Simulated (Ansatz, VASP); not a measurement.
Given: the input of a run of Ansatz 0.2.0 on Pt.

File input:

```
crystal:
  lattice:
    - [-1.58422, 1.58422, 1.58422]
    - [1.58422, -1.58422, 1.58422]
    - [1.58422, 1.58422, -1.58422]
  atoms:
    - { symbol: Pt, position: [0.0, 0.0, 0.0] }
hamiltonian:
  xc: pbe0
  pseudopotentials: { kind: paw }
kpoints:
  mp_grid: { grid: [6, 6, 6] }
scf:
  occupations: { method: fermi_dirac, width: 0.05 }
output:
  forces: true
  stress: true
  eigenvalues: true
relax:
  f_tol: 0.01
  max_steps: 40
  cell: { stress_tol: 0.05 }
```

Q: Translate it to VASP 6.6.1. Potentials there: VASP PAW PBE potentials, release 64 (Pt).

A: As run (the cutoff follows the program's own potentials):

POSCAR

```
Pt
1.0
   -1.5842200000      1.5842200000      1.5842200000
    1.5842200000     -1.5842200000      1.5842200000
    1.5842200000      1.5842200000     -1.5842200000
Pt
1
Direct
    0.0000000000      0.0000000000      0.0000000000
```

Contents of INCAR.step1:

```
SYSTEM = Pt
PREC     = Accurate       ! precision mode
ENCUT    = 600            ! plane-wave cutoff, eV
EDIFF    = 1E-5           ! SCF threshold, eV
ISMEAR   = -1             ! smearing method
SIGMA    = 0.05           ! smearing width, eV
LREAL    = .False.        ! projectors in reciprocal space
LASPH    = .True.         ! aspherical terms in the spheres
NELM     = 100            ! most SCF steps
ALGO     = Normal         ! electronic algorithm
LWAVE    = .True.         ! write WAVECAR
LCHARG   = .False.        ! write CHGCAR
GGA      = PE             ! functional
NBANDS   = 11             ! bands
```

The input INCAR.step2:

```
SYSTEM = Pt
PREC     = Accurate       ! precision mode
ENCUT    = 600            ! plane-wave cutoff, eV
EDIFF    = 1E-6           ! SCF threshold, eV
ISMEAR   = -1             ! smearing method
SIGMA    = 0.05           ! smearing width, eV
LREAL    = .False.        ! projectors in reciprocal space
LASPH    = .True.         ! aspherical terms in the spheres
NELM     = 100            ! most SCF steps
ALGO     = Normal         ! electronic algorithm
ISIF     = 3              ! what is computed and relaxed
LWAVE    = .False.        ! write WAVECAR
LCHARG   = .False.        ! write CHGCAR
GGA      = PE             ! functional
LHFCALC  = .True.         ! exact exchange
AEXX     = 0.25           ! exact-exchange fraction
PRECFOCK = Normal       
IBRION   = 2              ! ionic algorithm
NSW      = 60             ! ionic steps
EDIFFG   = -0.01          ! ionic threshold
ISTART   = 1
```

The input KPOINTS:

```
regular mesh
0
Gamma
  6 6 6
  0 0 0
```

Potentials or basis: VASP PAW PBE potentials, release 64 (Pt).

Launch:

```bash
$ cat potpaw_PBE.64/Pt/POTCAR > POTCAR
$ cp INCAR.step1 INCAR
$ mpirun -np 1 vasp_std > vasp.out
$ cp INCAR.step2 INCAR
$ mpirun -np 1 vasp_std > vasp.out
```

Both were run:

|  | VASP | Ansatz | Ansatz less VASP |
| --- | --- | --- | --- |
| gap on the k mesh at the Fermi level, each at its own relaxed structure (eV) | none | none | - |
| relaxed volume (Å³/atom) | 15.35 | 15.33 | -0.016 |
| relaxed length of the cell vector where the two differ most in proportion (Å) | 2.712 | 2.711 | -0.0009 |

A gap of «none» marks a metal or a gap that the smearing closes. VASP's potentials hold 10 valence electrons a cell and Ansatz's 18, so a difference there can come from the potentials and not from the codes.

The k mesh is coarse, so the values compare programs but aren't converged. Spin-orbit coupling is off throughout. Noted on Ansatz's run: the plane-wave basis is chosen anew once the cell has moved, so the energies of steps on either side of that aren't comparable.
